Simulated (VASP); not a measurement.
**AlGa3N4: single point with PBEsol**

The system is AlGa3N4.

```
Al Ga N
1.0
     5.14235    0.00000    0.00012
     0.00000    3.16498    0.00000
    -0.00359    0.00000    5.47849
Al Ga N
1 3 4
Direct
  0.98646 0.50000 0.67416
  0.49732 0.50000 0.33565
  0.50046 0.00000 0.83143
  0.00216 0.00000 0.16664
  0.13255 0.50000 0.28670
  0.11556 0.00000 0.86350
  0.60889 0.00000 0.14407
  0.64961 0.50000 0.68732
```

This cell differs from its parent crystal: mode 24 (697.0 1/cm) frozen in, largest displacement -0.300 Å.

```
Program             : VASP 6.6.1
Task                : single point
Functional          : PBEsol
Potentials or basis : VASP PAW PBE potentials, release 64 (Al, Ga_d, N)
Cutoff              : 520 eV
k mesh              : 6 × 8 × 6
Occupations         : gaussian, width 0.05 eV
Spin                : no spin polarisation
```

| Property | Result |
| --- | --- |
| Pressure | 7.1 GPa |
| Largest force | 6.483 eV/Å |
| Band gap on the k mesh | 1.97 eV, direct |

Forces on the atoms (eV/Å):
```
Al   3.753  0.000  0.276
Ga   0.845  0.000 -0.785
Ga  -1.187  0.000 -0.628
Ga  -2.155  0.000  1.268
N   -0.468  0.000  4.626
N    0.896  0.000 -6.421
N    1.628  0.000  3.736
N   -3.311  0.000 -2.071
```

Stress tensor (GPa, compression positive):
```
 8.82  0.00 -0.61
 0.00  4.38  0.00
-0.61  0.00  8.13
```

Levels at points of the mesh, in eV from the valence-band top:
```tsv
k point	band 27	band 28	band 29	band 30	band 31	band 32	band 33	band 34	band 35	band 36
(0.00, 0.00, 0.00)	-0.96	-0.78	-0.15	-0.06	0.00	1.97	4.27	4.68	5.15	5.97
(0.50, 0.00, 0.00)	-1.92	-0.71	-0.59	-0.51	-0.40	3.39	3.67	4.73	5.21	7.45
(0.00, 0.50, 0.00)	-3.45	-2.77	-2.02	-1.84	-1.42	4.57	5.23	5.67	5.87	7.38
(0.50, 0.50, 0.00)	-3.23	-1.79	-1.72	-1.59	-1.36	4.64	5.25	5.64	6.22	6.63
(0.00, 0.00, 0.50)	-1.97	-1.49	-0.70	-0.30	-0.23	4.02	4.54	5.29	6.07	6.38
(0.50, 0.00, 0.50)	-1.90	-1.83	-1.72	-0.96	-0.83	4.31	4.48	5.49	6.09	6.71
(0.00, 0.50, 0.50)	-2.81	-2.45	-1.90	-0.99	-0.73	3.93	4.54	4.83	5.01	6.57
(0.50, 0.50, 0.50)	-2.07	-1.80	-1.68	-1.59	-1.24	3.39	3.83	3.93	4.71	7.07
```

Run time: 4.8 min on 1 thread of Intel(R) Xeon(R) Platinum 8488C (Sapphire Rapids), on a shared host, peak memory 0.39 GiB.

Caveat: the cell differs from its parent crystal (mode 24 (697.0 1/cm) frozen in, largest displacement -0.300 Å); the PAW data sets were made with another functional, which shifts forces and pressure a little.
